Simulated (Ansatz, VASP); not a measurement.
PbS in VASP and in Ansatz

The input POSCAR:

```
PbS
1.0
    2.1005109573      1.2127305666      3.4301898177
   -2.1005109573      1.2127305666      3.4301898177
    0.0000000000     -2.4254611333      3.4301898176
Pb S
1 1
Direct
    0.9781436759      0.9781436759      0.9781436759
    0.4774576541      0.4774576541      0.4774576541
```

The input INCAR.step1:

```
ALGO = Normal ; EDIFF = 1E-5
ENCUT = 520 ; GGA = PE
ISIF = 2 ; ISMEAR = 0
LASPH = True ; LCHARG = False
LREAL = False ; LWAVE = True
NBANDS = 17 ; NELM = 60
PREC = Accurate ; SIGMA = 0.01
```

File INCAR.step2:

```
AEXX = 0.5 ; ALGO = Normal
EDIFF = 1E-6 ; ENCUT = 520
ISIF = 2 ; ISMEAR = 0
ISTART = 1 ; LASPH = True
LCHARG = False ; LHFCALC = True
LMIXTAU = True ; LREAL = False
LWAVE = False ; METAGGA = R2SCAN
NBANDS = 17 ; NELM = 60
PREC = Accurate ; PRECFOCK = Normal
SIGMA = 0.01
```

Contents of KPOINTS:

```
k-points
0
Gamma
  4 4 4
```

Input for Ansatz:

```yaml
crystal:
  lattice:
    - [2.1005109573, 1.2127305666, 3.4301898177]
    - [-2.1005109573, 1.2127305666, 3.4301898177]
    - [0.0, -2.4254611333, 3.4301898176]
  atoms:
    - { symbol: Pb, position: [0.9781436759, 0.9781436759, 0.9781436759] }
    - { symbol: S, position: [0.4774576541, 0.4774576541, 0.4774576541] }
kpoints:
  mp_grid: { grid: [4, 4, 4] }
hamiltonian:
  xc: r2scan50
scf:
  occupations: { method: fixed }
  n_extra_bands: 4
output:
  forces: true
  stress: true
  eigenvalues: true
```

Alike in both runs: task single point; functional r2SCAN50; k mesh 4 × 4 × 4; no spin polarisation.

|  | VASP | Ansatz |
| --- | --- | --- |
| version | VASP 6.6.1 | Ansatz 0.2.0 |
| potentials or method | VASP PAW PBE potentials, release 64 (Pb_d, S) | plane waves |
| plane-wave cutoff (eV) | 520 | 500 |
| occupations | gaussian, width 0.01 eV | fixed |
| valence electrons in the cell | 20 | 20 |

|  | VASP | Ansatz | Ansatz less VASP |
| --- | --- | --- | --- |
| gap on the k mesh at the Fermi level (eV) | 2.77 | 2.66 | -0.111 |
| pressure (GPa) | -0.2 | 0.3 | +0.45 |

VASP's potentials were made for PBE, not for r2SCAN50. Ansatz's warnings: stress exchange threshold loose, stress scf threshold loose.

The k mesh is coarse, so the values compare programs but aren't converged. Spin-orbit coupling is off throughout.
